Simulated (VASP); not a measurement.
A run of VASP 6.6.1 is set up as follows.

File INCAR:

```
PREC = Accurate
ENCUT = 520
EDIFF = 1E-7
ISMEAR = 0
SIGMA = 0.15
LREAL = F
LASPH = T
NELM = 60
ALGO = Normal
ISIF = 2
LWAVE = F
LCHARG = T
GGA = PE
LELF = T
LVHAR = T
NBANDS = 11
```

File KPOINTS:

```
regular mesh
0
Gamma
  22 22 22
```

File POSCAR:

```
Pt
1.0
   -1.5208512000      1.5208512000      1.6475888000
    1.5208512000     -1.5208512000      1.6475888000
    1.5208512000      1.5208512000     -1.6475888000
Pt
1
Direct
    0.0000000000      0.0000000000      0.0000000000
```

Potentials or basis: VASP PAW PBE potentials, release 64 (Pt).

Launch:

```console
$ cat potpaw_PBE.64/Pt/POTCAR > POTCAR
$ mpirun -np 1 vasp_std > vasp.out
```

Question: Estimate the band gap on the k mesh.

Answer: Zero (band 5 reaches 12.04 eV, above the bottom of band 6 at 9.77 eV).

Question: Predict the pressure.

Answer: 9.1 GPa.

Stress tensor (GPa, compression positive):
```
 7.12  0.00  0.00
 0.00  7.12  0.00
 0.00  0.00 13.13
```

Caveat: the cell differs from its parent crystal (strain -0.040 along x and y, +0.040 along z); spin-orbit coupling is left out, which moves the levels of the heavy elements.
